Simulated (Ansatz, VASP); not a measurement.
**Pt: VASP beside Ansatz**

Contents of INCAR:

```
SYSTEM = Pt
ALGO = Normal
EDIFF = 1E-7
ENCUT = 520
GGA = CA
ISIF = 2
ISMEAR = 0
LASPH = .True.
LCHARG = .False.
LREAL = .False.
LWAVE = .False.
NBANDS = 11
NELM = 80
PREC = Accurate
SIGMA = 0.15
```

File KPOINTS:

```
k-points
0
Gamma
  22 22 22
  0 0 0
```

File POSCAR:

```
Pt
1.0
    0.0000000000      2.2486735756      1.3716908811
    2.2486735756      0.0000000000      1.3716908811
    2.2486735756      2.2486735756      0.0000000000
Pt
1
Direct
    0.0000000000      0.0000000000      0.0000000000
```

Input for Ansatz:

```yaml
crystal:
  lattice:
    - [0.0, 2.2486735756, 1.3716908811]
    - [2.2486735756, 0.0, 1.3716908811]
    - [2.2486735756, 2.2486735756, 0.0]
  atoms:
    - { symbol: Pt, position: [0.0, 0.0, 0.0] }
basis:
  ecutwfc: 420
kpoints:
  mp_grid: { grid: [22, 22, 22] }
hamiltonian:
  xc: lda
scf:
  occupations: { method: gaussian, width: 0.15 }
output:
  forces: true
  stress: true
  eigenvalues: true
```

Alike in both runs: task single point; functional LDA; k mesh 22 × 22 × 22; occupations gaussian, width 0.15 eV; no spin polarisation.

|  | VASP | Ansatz |
| --- | --- | --- |
| version | VASP 6.6.1 | Ansatz 0.2.0 |
| potentials or method | VASP PAW LDA potentials, release 64 (Pt), cutoff 520 eV | scalar-relativistic, plane waves, PAW |
| valence electrons in the cell | 10 | 18 |

Ansatz gave:

```
gap on the k mesh at the Fermi level (eV)                     : none
pressure (GPa)                                                : 25.2
traceless stress, the component that is largest in VASP (GPa) : -9.44
```

Task: What did VASP give for the same quantities?

Result: gap on the k mesh at the Fermi level (eV): none; pressure (GPa): 26.2; traceless stress, the component that is largest in VASP (GPa): -9.12.

LDA's correlation is that of Perdew and Zunger in VASP and of Perdew and Wang (1992) in Ansatz. A gap of «none» marks a metal or a gap that the smearing closes. VASP's potentials hold 10 valence electrons a cell and Ansatz's 18, so a difference there can come from the potentials and not from the codes.

Neither program's run includes spin-orbit coupling.
